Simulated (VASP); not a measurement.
Wanted: the native input for a VASP 6.6.1 run.

| Property | Result |
| --- | --- |
| Task | single point |
| Functional | PBE |
| Potentials or basis | VASP PAW PBE potentials, release 64 (K_sv, Tm_3, I), 4f in core |
| Cutoff | 500 eV |
| k mesh | 4 × 6 × 4 |
| Occupations | gaussian, width 0.02 eV |
| Spin | no spin polarisation |
| Dipole correction | no |
| Further INCAR settings | ALGO = Normal; EDIFF = 1e-06; NBANDS = 32 |

The structure of KTmI4 lies in POSCAR:

```
KTmI4
1.0
    7.5307962587      0.0000000000     -0.0611213801
    0.0000000000      4.5452614065      0.0000000000
   -0.3860653369      0.0000000000      8.2892339250
K Tm I
1 1 4
Direct
    0.5000000000      0.5000000000      0.5000000000
    0.0000000000      0.0000000000      0.0000000000
    0.2284135557      0.5000000000      0.8756545123
    0.7715864443      0.5000000000      0.1243454877
    0.7871177201      0.0000000000      0.6914218834
    0.2128822799      0.0000000000      0.3085781166
```

The cell was generated, and may not be a known phase.

One way to write it, as run:

INCAR

```
PREC = Accurate
ENCUT = 500
EDIFF = 1E-6
ISMEAR = 0
SIGMA = 0.02
LREAL = False
LASPH = True
NELM = 200
ALGO = Normal
ISIF = 2
LWAVE = False
LCHARG = False
GGA = PE
NBANDS = 32
GGA_COMPAT = False
LMAXMIX = 6
```

KPOINTS

```
Automatic mesh
0
Gamma
  4 6 4
```

Potentials or basis: VASP PAW PBE potentials, release 64 (K_sv, Tm_3, I), 4f in core.

Run with:

```console
$ cat potpaw_PBE.64/K_sv/POTCAR potpaw_PBE.64/Tm_3/POTCAR potpaw_PBE.64/I/POTCAR > POTCAR
$ mpirun -np 1 vasp_std > vasp.out
```

Results of the run:

The pressure is 0.1 GPa and the largest force is 0.024 eV/Å. The band gap on the k mesh is 2.57 eV.

Caveat: spin-orbit coupling is left out, which moves the levels of the heavy elements; the 4f electrons are frozen in the core, so they carry no moment and show no levels.

It took 5.3 min on 1 thread of Intel(R) Xeon(R) Platinum 8488C (Sapphire Rapids), on a shared host, peak memory 0.56 GiB.
